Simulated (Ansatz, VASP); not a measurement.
Two plane-wave programs on NbAg4

```xyz
5
Lattice="2.9007 0.0000 0.0000 -1.4504 2.5121 0.0000 0.0000 0.0000 12.2408" Properties=species:S:1:pos:R:3 pbc="T T T"
Nb    0.0000    0.0000    0.0000
Ag    0.0000    1.6747    9.7671
Ag    0.0000    1.6747    4.9026
Ag    1.4504    0.8374    2.4737
Ag    1.4504    0.8374    7.3382
```

Change from the starting cell: species swapped into the Co4H type (P-3m1, No. 164).

Alike in both runs: functional PBE; k mesh 12 × 12 × 4; occupations gaussian, width 0.1 eV; no spin polarisation.

Ansatz relaxed the structure, and its values are those at the end. VASP's run is a single point on that final structure, the one shown.

|  | VASP | Ansatz |
| --- | --- | --- |
| version | VASP 6.6.1 | Ansatz 0.2.0 |
| potentials or method | VASP PAW PBE potentials, release 64 (Nb_sv, Ag), cutoff 520 eV | scalar-relativistic, plane waves, PAW |
| valence electrons in the cell | 57 | 89 |

|  | VASP | Ansatz | Ansatz less VASP |
| --- | --- | --- | --- |
| gap on the k mesh at the Fermi level (eV) | none | none | - |
| pressure (GPa) | -0.2 | 0.0 | +0.17 |

A gap of «none» marks a metal or a gap that the smearing closes. VASP's potentials hold 57 valence electrons a cell and Ansatz's 89, so a difference there can come from the potentials and not from the codes.
